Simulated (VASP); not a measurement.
Input of a VASP 6.6.1 run:

INCAR

```
PREC = Accurate ; ENCUT = 520
EDIFF = 1E-6 ; ISMEAR = -1
SIGMA = 0.1 ; LREAL = False
LASPH = True ; NELM = 80
ALGO = Normal ; ISIF = 2
LWAVE = False ; LCHARG = False
GGA = RE ; NBANDS = 20
```

KPOINTS

```
regular mesh
0
Gamma
  5 5 6
```

The input POSCAR:

```
Cs
1.0
    9.0825320438      0.0000000000      0.0000000000
   -4.5412660219      7.8657034806      0.0000000000
    0.0000000000      0.0000000000      5.4548371465
Cs
3
Direct
    0.0000000000      0.0000000000      0.0000000000
    0.3333333333      0.6666666667      0.5000000000
    0.6666666667      0.3333333333      0.5000000000
```

Potentials or basis: VASP PAW PBE potentials, release 64 (Cs_sv).

Launch:

```console
$ cat potpaw_PBE.64/Cs_sv/POTCAR > POTCAR
$ mpirun -np 1 vasp_std > vasp.out
```

Predict the pressure.

0.0 GPa.

Predict the band gap on the k mesh.

zero (an odd number of electrons rules out a gap without spin polarisation).

Caveat: the PAW data sets were made with another functional, which shifts forces and pressure a little; spin-orbit coupling is left out, which moves the levels of the heavy elements.
